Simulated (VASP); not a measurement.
Crystal: MgO.

```
CELL_PARAMETERS angstrom
0.00000 2.15504 2.15504
2.15504 0.00000 2.15504
2.15504 2.15504 0.00000
ATOMIC_POSITIONS crystal
Mg 0.00000 0.00000 0.00000
O 0.50000 0.50000 0.50000
```

| Quantity | Value |
| --- | --- |
| Program | VASP 6.6.1 |
| Task | relaxation of cell and atoms |
| Functional | PBE |
| Potentials or basis | VASP PAW PBE potentials, release 64 (Mg, O) |
| Cutoff | 600 eV |
| k mesh | 10 × 10 × 10 |
| Occupations | fermi-dirac, width 0.1 eV |
| Spin | no spin polarisation |

At the start: pressure -6.4 GPa; volume 10.01 Å³/atom.

Question: How do energy, volume and symmetry change on relaxing?

Answer: Over 3 steps the energy falls by 9.4 meV/atom and the volume is 9.56 Å³/atom (-4.5 %); space group Fm-3m (No. 225, to 0.05 Å).

The path:
| step | energy change (eV) | largest force (eV/Å) | pressure (GPa) | volume (Å³) |
| --- | --- | --- | --- | --- |
| 1 | 0.0000 | 0.0000 | -6.41 | 20.02 |
| 2 | -0.0173 | 0.0000 | 1.92 | 18.88 |
| 3 | -0.0187 | 0.0000 | 0.00 | 19.11 |

Final structure:
```
Mg O
1.0
     0.00000    2.12213    2.12213
     2.12213    0.00000    2.12213
     2.12213    2.12213    0.00000
Mg O
1 1
Cartesian
  0.0000 0.0000 0.0000
  2.1221 2.1221 2.1221
```
